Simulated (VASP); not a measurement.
The system is Ca.

```
CELL_PARAMETERS angstrom
0.00000 2.79500 2.79500
2.79500 0.00000 2.79500
2.79500 2.79500 0.00000
ATOMIC_POSITIONS crystal
Ca 0.00000 0.00000 0.00000
```

| Item | Value |
| --- | --- |
| Program | VASP 6.6.1 |
| Task | relaxation of cell and atoms |
| Functional | LDA |
| Potentials or basis | VASP PAW LDA potentials, release 64 (Ca_sv) |
| Cutoff | 500 eV |
| k mesh | 14 × 14 × 14 |
| Occupations | fermi-dirac, width 0.1 eV |
| Spin | no spin polarisation |

At the start: pressure -2.1 GPa; volume 43.67 Å³/atom.

**Question.** How do energy, volume and symmetry change on relaxing?

**Answer.** Over 4 steps the energy falls by 40.4 meV/atom and the volume is 38.13 Å³/atom (-12.7 %); space group Fm-3m (No. 225, to 0.1 Å) before and after.

The path:
```tsv
step	energy change (eV)	largest force (eV/Å)	pressure (GPa)	volume (Å³)
1	0.0000	0.0000	-2.13	43.67
2	-0.0346	0.0000	-0.91	40.11
3	-0.0404	0.0000	-0.10	38.33
4	-0.0404	0.0000	0.00	38.13
```

Final structure:
```
Ca
1.0
     0.00000    2.67139    2.67139
     2.67139    0.00000    2.67139
     2.67139    2.67139    0.00000
Ca
1
Direct
  0.00000 0.00000 0.00000
```
